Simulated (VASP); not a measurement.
A run of VASP 6.6.1 is set up as follows.

File INCAR:

```
AGGAC    = 1.0          
AGGAX    = 1.0          
ALDAC    = 0.0          
ALDAX    = 1.0          
ALGO     = Normal         # electronic algorithm
EDIFF    = 1E-6           # SCF threshold, eV
ENCUT    = 520            # plane-wave cutoff, eV
GGA      = B5             # functional
ISIF     = 2              # what is computed and relaxed
ISMEAR   = -1             # smearing method
LASPH    = True           # aspherical terms in the spheres
LCHARG   = False          # write CHGCAR
LREAL    = False          # projectors in reciprocal space
LWAVE    = False          # write WAVECAR
NBANDS   = 12             # bands
NELM     = 80             # most SCF steps
PREC     = Accurate       # precision mode
SIGMA    = 0.1            # smearing width, eV
```

Contents of KPOINTS:

```
k-points
0
Gamma
  13 13 13
```

The input POSCAR:

```
Ga
1.0
   -1.7631219177      1.7631219177      1.7631219177
    1.7631219177     -1.7631219177      1.7631219177
    1.7631219177      1.7631219177     -1.7631219177
Ga
1
Direct
    0.0000000000      0.0000000000      0.0000000000
```

Potentials or basis: VASP PAW PBE potentials, release 64 (Ga_d).

Launch:

```console
$ cat potpaw_PBE.64/Ga_d/POTCAR > POTCAR
$ mpirun -np 1 vasp_std > vasp.out
```

Question: What does it give for the pressure?

Answer: -0.1 GPa.

Caveat: the PAW data sets were made with another functional, which shifts forces and pressure a little.
